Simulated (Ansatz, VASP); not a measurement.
CdSe: VASP beside Ansatz

The input INCAR:

```
SYSTEM = CdSe
  PREC = Accurate
  ENCUT = 520
  EDIFF = 1E-7
  ISMEAR = 0
  SIGMA = 0.3
  LREAL = .FALSE.
  LASPH = .TRUE.
  NELM = 100
  ALGO = Normal
  ISIF = 2
  LWAVE = .FALSE.
  LCHARG = .FALSE.
  GGA = PS
  IVDW = 13
  NBANDS = 16
```

File KPOINTS:

```
Automatic mesh
0
G
  5 5 5
  0 0 0
```

POSCAR

```
CdSe
1.0
    0.0000000000      3.1500537359      3.1500537359
    3.1500537359      0.0000000000      3.1500537359
    3.1500537359      3.1500537359      0.0000000000
Cd Se
1 1
Direct
    0.0000000000      0.0000000000      0.0000000000
    0.7500000000      0.7500000000      0.7500000000
```

Input for Ansatz:

```yaml
crystal:
  lattice:
    - [0.0, 3.1500537358674054, 3.1500537358674054]
    - [3.1500537358674054, 0.0, 3.1500537358674054]
    - [3.1500537358674054, 3.1500537358674054, 0.0]
  atoms:
    - { symbol: Cd, position: [0.0, 0.0, 0.0] }
    - { symbol: Se, position: [0.75, 0.75, 0.75] }
basis:
  ecutwfc: 500.0
kpoints:
  mp_grid:
    grid: [5, 5, 5]
hamiltonian:
  xc: pbesol
  dispersion: d4
scf:
  max_iter: 80
  algorithm: density_mixing
  occupations:
    method: gaussian
    width: 0.3
  eigensolver:
    kind: davidson
    mixed_precision: false
output:
  stress: true
```

Alike in both runs: task single point; functional PBEsol; dispersion D4; k mesh 5 × 5 × 5; occupations gaussian, width 0.3 eV; no spin polarisation.

```csv
,VASP,Ansatz
version,VASP 6.6.1,Ansatz 0.2.0
potentials or method,"VASP PAW PBE potentials, release 64 (Cd, Se), cutoff 520 eV","plane waves, PAW"
valence electrons in the cell,18,36
```

```csv
,VASP,Ansatz,Ansatz less VASP
pressure (GPa),-4.9,-5.1,-0.22
```

VASP's potentials were made for PBE, not for PBEsol. VASP's potentials hold 18 valence electrons a cell and Ansatz's 36, so a difference there can come from the potentials and not from the codes.
